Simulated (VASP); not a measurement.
# ZrN (Fm-3m) in VASP: a series of runs, part 2 of 2

VASP 6.6.1.

**3. Relaxation of cell and atoms, PBE, target pressure 16 GPa, at which the enthalpy is minimised**

This run uses another cell than the first one, of 12.13 Å³/atom, 1.059 times its volume.

INCAR reads:

```
  ALGO = Normal
  EDIFF = 1E-7
  EDIFFG = -0.001
  ENCUT = 600
  GGA = PE
  GGA_COMPAT = False
  IBRION = 2
  ISIF = 3
  ISMEAR = -1
  LASPH = True
  LCHARG = False
  LREAL = False
  LWAVE = False
  NELM = 120
  NELMIN = 4
  NSW = 80
  PREC = Accurate
  PSTRESS = 160.0
  SIGMA = 0.15
```

KPOINTS reads:

```
k-points
0
Gamma
  16 16 16
```

POSCAR reads:

```
ZrN
1.0
    0.0000000000      2.2978528912      2.2978528912
    2.2978528912      0.0000000000      2.2978528912
    2.2978528912      2.2978528912      0.0000000000
Zr N
1 1
Direct
    0.0000000000      0.0000000000      0.0000000000
    0.5000000000      0.5000000000      0.5000000000
```

Potentials or basis: VASP PAW PBE potentials, release 64 (Zr_sv, N).

Started as:

```sh
$ cat potpaw_PBE.64/Zr_sv/POTCAR potpaw_PBE.64/N/POTCAR > POTCAR
$ mpirun -np 1 vasp_std > vasp.out
```

OUTCAR:

```text
EDIFF = 1E-7
   EDIFFG = -0.001
   ENCUT = 600
   GGA = PE
   IBRION = 2
   ISIF = 3
   ISMEAR = -1
   LASPH = True
   LREAL = False
   NELM = 120
   NELMIN = 4
   NSW = 80
   PREC = Accurate
   PSTRESS = 160.0

 ion  position               nearest neighbor table
   1  0.000  0.000  0.000-   2 2.30   2 2.30   2 2.30   2 2.30   2 2.30   2 2.30
   2  0.500  0.500  0.500-   1 2.30   1 2.30   1 2.30   1 2.30   1 2.30   1 2.30

  LATTYP: Found a face centered cubic cell.
 ALAT       =     4.5957057824

  Lattice vectors:

 A1 = (   0.0000000000,   2.2978528912,   2.2978528912)
 A2 = (   2.2978528912,   0.0000000000,   2.2978528912)
 A3 = (   2.2978528912,   2.2978528912,   0.0000000000)

Analysis of symmetry for initial positions (statically):
=====================================================================
 Subroutine PRICEL returns:
 Original cell was already a primitive cell.

 Routine SETGRP: Setting up the symmetry group for a
 face centered cubic supercell.

 Subroutine GETGRP returns: Found 48 space group operations
 (whereof 48 operations were pure point group operations)
 out of a pool of 48 trial point group operations.

The static configuration has the point symmetry O_h .

Analysis of symmetry for dynamics (positions and initial velocities):
=====================================================================
 Subroutine PRICEL returns:
 Original cell was already a primitive cell.

 Routine SETGRP: Setting up the symmetry group for a
 face centered cubic supercell.

 Subroutine GETGRP returns: Found 48 space group operations
 (whereof 48 operations were pure point group operations)
 out of a pool of 48 trial point group operations.

The dynamic configuration has the point symmetry O_h .

 Subroutine INISYM returns: Found 48 space group operations
 (whereof 48 operations are pure point group operations),
 and found     1 'primitive' translations

----------------------------------------------------------------------------------------

                                     Primitive cell

  volume of cell :      24.2659

  direct lattice vectors                    reciprocal lattice vectors
     0.000000000  2.297852891  2.297852891    -0.217594434  0.217594434  0.217594434
     2.297852891  0.000000000  2.297852891     0.217594434 -0.217594434  0.217594434
     2.297852891  2.297852891  0.000000000     0.217594434  0.217594434 -0.217594434

  length of vectors
     3.249654723  3.249654723  3.249654723     0.376884616  0.376884616  0.376884616

  position of ions in fractional coordinates (direct lattice)
     0.000000000  0.000000000  0.000000000
     0.500000000  0.500000000  0.500000000

  ion indices of the primitive-cell ions
   primitive index   ion index
                 1           1
                 2           2

----------------------------------------------------------------------------------------

 KPOINTS: k-points

Automatic generation of k-mesh.
 Grid dimensions read from file:
 generate k-points for:   16   16   16
[... 50 lines left out ...]
   dimension x,y,z NGXF=    56 NGYF=   56 NGZF=   56
   ions per type =               1   1
   NGX,Y,Z   is equivalent  to a cutoff of  14.32, 14.32, 14.32 a.u.
   NGXF,Y,Z  is equivalent  to a cutoff of  28.65, 28.65, 28.65 a.u.
 SYSTEM =  unknown system
   PREC   = accura    normal or accurate (medium, high low for compatibility)
   ISTART =      0    job   : 0-new  1-cont  2-samecut
   ICHARG =      2    charge: 1-file 2-atom 10-const
   ISPIN  =      1    spin polarized calculation?
   LNONCOLLINEAR =      F non collinear calculations
   LSORBIT =      F    spin-orbit coupling
   LASPH  =      T    aspherical Exc in radial PAW
   ENCUT  =  600.0 eV  44.10 Ry    6.64 a.u.   6.49  6.49  6.49*2*pi/ulx,y,z
   NELM   =    120;   NELMIN=  4; NELMDL= -5     # of ELM steps
   EDIFF  = 0.1E-06   stopping-criterion for ELM
   LREAL  =      F    real-space projection
   EDIFFG = -.1E-02   stopping-criterion for IOM
   NSW    =     80    number of steps for IOM
   IBRION =      2    ionic relax: 0-MD 1-quasi-New 2-CG
   NFREE  =      1    steps in history (QN), initial steepest desc. (CG)
   ISIF   =      3    stress and relaxation
   ISYM   =      2    0-nonsym 1-usesym 2-fastsym
   POTIM  = 0.5000    time-step for ionic-motion
   TEBEG  =    0.0;   TEEND  =   0.0 temperature during run
   PSTRESS=  160.0 pullay stress
   NELECT =      17.0000    total number of electrons
   NUPDOWN=      -1.0000    fix difference up-down
   EMIN   =  10.00;   EMAX   =-10.00  energy-range for DOS
   EFERMI =   0.00;   METHOD = LEGACY
   ISMEAR =    -1;   SIGMA  =   0.15  broadening in eV -4-tet -1-fermi 0-gaus
   EFERMI_NEDOS =   21; number of points for ismear=-14 and -15
   IALGO  =     38    algorithm
   IMIX   =      4    mixing-type and parameters
     AMIX     =   0.40;   BMIX     =  1.00
     AMIX_MAG =   1.60;   BMIX_MAG =  1.00
  volume/ion in A,a.u.               =      12.13        81.88
  Fermi-wavevector in a.u.,A,eV,Ry     =   1.453982  2.747627 28.763567  2.114063
  Thomas-Fermi vector in A             =   2.571185
   LORBIT       =      0    0 simple, 1 ext, 2 COOP (PROOUT), +10 PAW based schemes
   GGA     = PE    functional components
   LHFCALC =     F    Hartree Fock is set to
   AEXX    =    0.0000 exact exchange contribution
   IVDW    =     0    specifies the selected vdW correction
   LEPSILON=     F    determine dielectric tensor
   LRPA    =     F    only Hartree local field effects (RPA)
 conjugate gradient relaxation of ions
 non-spin polarized calculation
  energy-cutoff  :      600.00
  volume of cell :       24.27
 maximum number of plane-waves:       869
 NGX is ok and might be reduce to    28
   NGX = 13   NGY = 13   NGZ = 13

--------------------------------------- Ionic step        1  -------------------------------------------

 number of electron      17.0000000 magnetization

 Free energy of the ion-electron system (eV)
  ---------------------------------------------------
  ext. energy  EPLUGINS =         0.00000000
  ---------------------------------------------------
  free energy    TOTEN  =       -20.39742535 eV

  energy without entropy =      -20.34886136  energy(sigma->0) =      -20.37314336

------------------------ aborting loop because EDIFF is reached ----------------------------------------

  FORCE on cell =-STRESS in cart. coord.  units (eV):
  Direction    XX          YY          ZZ          XY          YZ          ZX
  --------------------------------------------------------------------------------------
  -------------------------------------------------------------------------------------
  Total        0.0220348      0.0220348      0.0220348      0.0000000      0.0000000      0.0000000
  in kB        1.4548666      1.4548666      1.4548666      0.0000000      0.0000000      0.0000000
  external PRESSURE =    -158.5451334 kB  Pullay stress =     160.0000000 kB
[... 215 lines left out ...]
--------------------------------------- Ionic step        7  -------------------------------------------

 number of electron      17.0000001 magnetization

 Free energy of the ion-electron system (eV)
  ---------------------------------------------------
  ext. energy  EPLUGINS =         0.00000000
  ---------------------------------------------------
  free energy    TOTEN  =       -20.33364496 eV

  energy without entropy =      -20.28829808  energy(sigma->0) =      -20.31097152

 E-fermi :  12.6244     XC(G=0): -12.7647

 val. band max:       12.6107848935   @ k =   0.4375   0.1875   0.0625
 cond. band min:      12.6274473554   @ k =  -0.1250   0.0625   0.0000
 fundamental gap:      0.0166624619
 Fermi energy:        12.6244246507

 k-point     1 :       0.0000    0.0000    0.0000
  band No.  band energies     occupation
      1     -36.8413      2.00000
      2     -14.4074      2.00000
      3     -14.4074      2.00000
      4     -14.4074      2.00000
      5      -3.8662      2.00000
      6       9.8905      2.00000
      7       9.8905      2.00000
      8       9.8905      2.00000
      9      12.1967      1.89079
     10      12.1967      1.89079
     11      12.1967      1.89079
     12      14.3154      0.00003
[... 331 lines left out ...]
 k-point    24 :      -0.0625    0.0625    0.0000
  band No.  band energies     occupation
      1     -36.8241      2.00000
      2     -14.5507      2.00000
      3     -14.4406      2.00000
      4     -14.4083      2.00000
      5      -3.6332      2.00000
      6       8.9707      2.00000
      7       9.1839      2.00000
      8       9.5437      2.00000
      9      12.3576      1.71112
     10      12.3888      1.65579
     11      12.8053      0.46078
     12      14.6903      0.00000

 [... further k-points ...]

------------------------ aborting loop because EDIFF is reached ----------------------------------------

  FORCE on cell =-STRESS in cart. coord.  units (eV):
  Direction    XX          YY          ZZ          XY          YZ          ZX
  --------------------------------------------------------------------------------------
  -------------------------------------------------------------------------------------
  Total        2.2911347      2.2911347      2.2911347      0.0000000      0.0000000      0.0000000
  in kB      160.0466056    160.0466056    160.0466056      0.0000000      0.0000000      0.0000000
  external PRESSURE =       0.0466056 kB  Pullay stress =     160.0000000 kB
[... 21 lines left out ...]
  energy  without entropy=      -20.2882980808  energy(sigma->0) =      -20.31097152

  enthalpy is  TOTEN    =       -18.0431774132 eV   P V=        2.2904675421

 reached required accuracy - stopping structural energy minimisation
```

Wall time 5.3 min (1 thread of AMD EPYC 7R43 (Zen 3), shared host); peak memory 0.18 GiB.

What came out:

```yaml
Free_energy: -20.3336 eV
Relaxed_volume: 11.47 Å³/atom
Relaxed_cell: a = 3.189 Å, b = 3.189 Å, c = 3.189 Å, α = 60.00°, β = 60.00°, γ = 60.00°
Space_group_after_relaxing_to_0.05_Å: Fm-3m (No. 225)
Energy_change_on_relaxing_the_enthalpy_is_what_falls: +31.9 meV/atom
Ionic_steps: 7
Pressure_after_relaxing: 16.0 GPa
```

The path:
```tsv
step	energy change (eV)	largest force (eV/Å)	pressure (GPa)	volume (Å³)
1	0.0000	0.0000	0.15	24.27
2	0.6981	0.0000	65.68	20.29
3	0.0583	0.0000	15.24	22.99
4	0.0630	0.0000	15.89	22.94
5	0.0656	0.0000	16.25	22.92
6	0.0605	0.0000	15.55	22.97
7	0.0638	0.0000	16.00	22.94
```

Final structure:
```xyz
2
Lattice="0.0000 2.2551 2.2551 2.2551 0.0000 2.2551 2.2551 2.2551 0.0000" Properties=species:S:1:pos:R:3 pbc="T T T"
Zr    0.0000    0.0000    0.0000
N     2.2551    2.2551    2.2551
```

Caveat: the cell is relaxed towards a set pressure, so the enthalpy falls and the energy may rise.

**4. Single point, PBE**

This run uses another cell than the first one, of 11.73 Å³/atom, 1.024 times its volume.

INCAR reads:

```
SYSTEM = ZrN
ALGO = Normal ; EDIFF = 1E-6
ENCUT = 600 ; GGA = PE
GGA_COMPAT = .FALSE. ; ISIF = 2
ISMEAR = -1 ; LASPH = .TRUE.
LCHARG = .TRUE. ; LELF = .TRUE.
LREAL = .FALSE. ; LVHAR = .TRUE.
LWAVE = .FALSE. ; NBANDS = 16
NELM = 120 ; PREC = Accurate
SIGMA = 0.15
```

KPOINTS reads:

```
k-points
0
G
  16 16 16
  0 0 0
```

POSCAR reads:

```
ZrN
1.0
    0.0000000000      2.2722112095      2.2722112095
    2.2722112095      0.0000000000      2.2722112095
    2.2722112095      2.2722112095      0.0000000000
Zr N
1 1
Direct
    0.0000000000      0.0000000000      0.0000000000
    0.5000000000      0.5000000000      0.5000000000
```

Started as:

```sh
$ cat potpaw_PBE.64/Zr_sv/POTCAR potpaw_PBE.64/N/POTCAR > POTCAR
$ mpirun -np 1 vasp_std > vasp.out
```

Wall time 71 s (1 thread of Intel Xeon Platinum 8488C (Sapphire Rapids), shared host); peak memory 0.19 GiB.

It converged, with:

| Item | Value |
| --- | --- |
| Free energy | -20.3735 eV |
| Pressure | 9.2 GPa |

Levels at points of the mesh, in eV from the Fermi level:
```csv
k point,band 7,band 8,band 9,band 10,band 11,band 12
"(0.00, 0.00, 0.00)",-2.70,-2.70,-0.42,-0.42,-0.42,1.64
"(0.50, 0.00, 0.00)",-5.82,-5.82,3.13,3.21,3.21,4.87
"(0.50, 0.50, 0.00)",-3.60,-3.18,-3.18,3.50,4.71,4.71
```

**5. Relaxation of cell and atoms, PBE, target pressure 9 GPa, at which the enthalpy is minimised**

This run uses another cell than the first one, of 12.13 Å³/atom, 1.059 times its volume.

INCAR reads:

```
ALGO     = Normal         # electronic algorithm
EDIFF    = 1E-7           # SCF threshold, eV
EDIFFG   = -0.001         # ionic threshold
ENCUT    = 600            # plane-wave cutoff, eV
GGA      = PE             # functional
GGA_COMPAT= F            
IBRION   = 2              # ionic algorithm
ISIF     = 3              # what is computed and relaxed
ISMEAR   = -1             # smearing method
LASPH    = T              # aspherical terms in the spheres
LCHARG   = F              # write CHGCAR
LREAL    = F              # projectors in reciprocal space
LWAVE    = F              # write WAVECAR
NELM     = 120            # most SCF steps
NELMIN   = 4            
NSW      = 80             # ionic steps
PREC     = Accurate       # precision mode
PSTRESS  = 90.0         
SIGMA    = 0.15           # smearing width, eV
```

KPOINTS reads:

```
k-points
0
Gamma
  16 16 16
```

POSCAR reads:

```
ZrN
1.0
    0.0000000000      2.2978528912      2.2978528912
    2.2978528912      0.0000000000      2.2978528912
    2.2978528912      2.2978528912      0.0000000000
Zr N
1 1
Direct
    0.0000000000      0.0000000000      0.0000000000
    0.5000000000      0.5000000000      0.5000000000
```

Started as:

```sh
$ cat potpaw_PBE.64/Zr_sv/POTCAR potpaw_PBE.64/N/POTCAR > POTCAR
$ mpirun -np 1 vasp_std > vasp.out
```

Wall time 3.9 min (1 thread of Intel Xeon Platinum 8488C (Sapphire Rapids), shared host); peak memory 0.22 GiB.

The run converged. Its results:

```yaml
Free_energy: -20.3755 eV
Relaxed_volume: 11.74 Å³/atom
Relaxed_cell: a = 3.214 Å, b = 3.214 Å, c = 3.214 Å, α = 60.00°, β = 60.00°, γ = 60.00°
Space_group_after_relaxing_to_0.05_Å: Fm-3m (No. 225)
Energy_change_on_relaxing_the_enthalpy_is_what_falls: +11.0 meV/atom
Ionic_steps: 7
Pressure_after_relaxing: 9.0 GPa
```

The path:
| step | energy change (eV) | largest force (eV/Å) | pressure (GPa) | volume (Å³) |
| --- | --- | --- | --- | --- |
| 1 | 0.0000 | 0.0000 | 0.15 | 24.27 |
| 2 | 0.2002 | 0.0000 | 30.55 | 21.99 |
| 3 | 0.0210 | 0.0000 | 8.80 | 23.49 |
| 4 | 0.0218 | 0.0000 | 8.98 | 23.48 |
| 5 | 0.0227 | 0.0000 | 9.18 | 23.46 |
| 6 | 0.0206 | 0.0000 | 8.72 | 23.50 |
| 7 | 0.0219 | 0.0000 | 9.00 | 23.48 |

Final structure:
```
CELL_PARAMETERS angstrom
0.00000 2.27262 2.27262
2.27262 0.00000 2.27262
2.27262 2.27262 0.00000
ATOMIC_POSITIONS crystal
Zr 0.00000 0.00000 0.00000
N 0.50000 0.50000 0.50000
```

Levels at points of the mesh, in eV from the Fermi level:
```
           k point  band 5  band 6  band 7  band 8  band 9  band 10  band 11  band 12
(0.00, 0.00, 0.00)  -16.39   -2.70   -2.70   -2.70   -0.42    -0.42    -0.42     1.64
(0.50, 0.00, 0.00)  -14.07   -7.80   -5.82   -5.82    3.13     3.20     3.20     4.87
(0.50, 0.50, 0.00)  -15.89   -4.55   -3.59   -3.18   -3.18     3.50     4.71     4.71
```

Caveat: the cell is relaxed towards a set pressure, so the enthalpy falls and the energy may rise.

**6. The runs side by side**

| task | cell | gap on the mesh (eV) | pressure (GPa) |
| --- | --- | --- | --- |
| single point | a = 3.189 Å, angles 60.0°, 2 atoms | none | 16.2 |
| relaxation of cell and atoms | relaxed to 16 GPa from a = 3.250 Å, angles 60.0°, 2 atoms | none | 16.0 |
| single point | a = 3.213 Å, angles 60.0°, 2 atoms | none | 9.2 |
| relaxation of cell and atoms | relaxed to 9 GPa from a = 3.250 Å, angles 60.0°, 2 atoms | none | 9.0 |

Alike in all rows: level PBE; potentials or basis VASP PAW PBE potentials, release 64 (Zr_sv, N); no spin polarisation; k mesh 16 × 16 × 16; cutoff (eV) 600; smearing fermi-dirac 0.15 eV.

Caveats: the cell is relaxed towards a set pressure, so the enthalpy falls and the energy may rise (some runs).

Total energies depend on the potentials used, so only differences within one code and one set of settings carry meaning.
